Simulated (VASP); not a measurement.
Write the native input for VASP 6.6.1 that does the following.

```yaml
Task: single point
Functional: PBEsol
Potentials_or_basis: VASP PAW PBE potentials, release 64 (K_sv, Mn_pv, Mg, F)
Cutoff: 520 eV
k_mesh: 3 × 3 × 2
Occupations: gaussian, width 0.05 eV
Spin: collinear spin, ferromagnetic start
Starting_moments: "[0.0, 0.0, 0.0, 0.0, 5.0, 0.0, 0.0, 0.0, 0.0, 0.0, 0.0, 0.0, 0.0, 0.0, 0.0, 0.0, 0.0, 0.0, 0.0, 0.0] μB"
Hubbard_terms: Mn d U = 3.5 eV
Dipole_correction: no
Further_INCAR_settings: LREAL = Auto; ALGO = Normal; EDIFF = 1e-07; NBANDS = 90
```

The structure of K4Mg3MnF12 lies in POSCAR:

```
K4Mg3MnF12
1.0
    3.9897000000      3.9897000000      0.0000000000
   -3.9897000000      3.9897000000      0.0000000000
    0.0000000000      0.0000000000      7.9794000000
K Mn Mg F
4 1 3 12
Direct
    0.5000000000      0.0000000000      0.2525222559
    0.5000000000      0.0000000000      0.7474777441
    0.0000000000      0.5000000000      0.2525222559
    0.0000000000      0.5000000000      0.7474777441
    0.0000000000      0.0000000000      1.0000000000
    0.0000000000      0.0000000000      0.5000000000
    0.5000000000      0.5000000000      1.0000000000
    0.5000000000      0.5000000000      0.5000000000
    0.2579598194      0.7420401806      1.0000000000
    0.2504529799      0.7495470201      0.5000000000
    0.7420401806      0.2579598194      1.0000000000
    0.7495470201      0.2504529799      0.5000000000
    0.2579598194      0.2579598194      1.0000000000
    0.2504529799      0.2504529799      0.5000000000
    0.7420401806      0.7420401806      1.0000000000
    0.7495470201      0.7495470201      0.5000000000
    0.0000000000      0.0000000000      0.2589899289
    0.0000000000      0.0000000000      0.7410100711
    0.5000000000      0.5000000000      0.2516091629
    0.5000000000      0.5000000000      0.7483908371
```

The input as run:

INCAR

```
PREC     = Accurate       # precision mode
ENCUT    = 520            # plane-wave cutoff, eV
EDIFF    = 1E-7           # SCF threshold, eV
ISMEAR   = 0              # smearing method
SIGMA    = 0.05           # smearing width, eV
LREAL    = Auto         
LASPH    = True           # aspherical terms in the spheres
NELM     = 150            # most SCF steps
ALGO     = Normal         # electronic algorithm
ISIF     = 2              # what is computed and relaxed
LWAVE    = False          # write WAVECAR
LCHARG   = True           # write CHGCAR
ISPIN    = 2              # spin polarisation
MAGMOM   = 0 0 0 0 5 0 0 0 0 0 0 0 0 0 0 0 0 0 0 0 # initial moments
LORBIT   = 11             # projections on sites
LMAXMIX  = 4              # l up to which the mixer works
LDAU     = True           # DFT+U
LDAUTYPE = 2            
LDAUL    = -1 2 -1 -1     # shell
LDAUU    = 0 3.5 0 0      # U, eV
LDAUJ    = 0 0 0 0      
LDAUPRINT= 1            
GGA      = PS             # functional
LELF     = True           # ELF
LVHAR    = True         
NBANDS   = 90             # bands
```

KPOINTS

```
Automatic mesh
0
Gamma
  3 3 2
```

Potentials or basis: VASP PAW PBE potentials, release 64 (K_sv, Mn_pv, Mg, F).

Command:

```bash
$ cat potpaw_PBE.64/K_sv/POTCAR potpaw_PBE.64/Mn_pv/POTCAR potpaw_PBE.64/Mg/POTCAR potpaw_PBE.64/F/POTCAR > POTCAR
$ mpirun -np 1 vasp_std > vasp.out
```

It gave:

- Pressure: 2.8 GPa
- Largest force: 0.012 eV/Å
- Band gap on the k mesh: 4.22 eV
- Net moment: 5.00 μB per cell
- Site moments: K -0.00; Mn +4.64; Mg +0.00, +0.01 (each value once); F +0.03, +0.00 (each value once) μB
- Valence electrons inside the program's atomic spheres: K 7.56; Mn 11.38; Mg 0.39, 0.41, 0.38; F 6.12

Caveat: the PAW data sets were made with another functional, which shifts forces and pressure a little; a cell with one magnetic atom can't hold antiferromagnetic order, which such compounds often take.

Wall time 10 min on 1 thread of AMD EPYC 7R43 64-Core Processor (Zen 3), with other jobs on the host, peak memory 0.46 GiB.
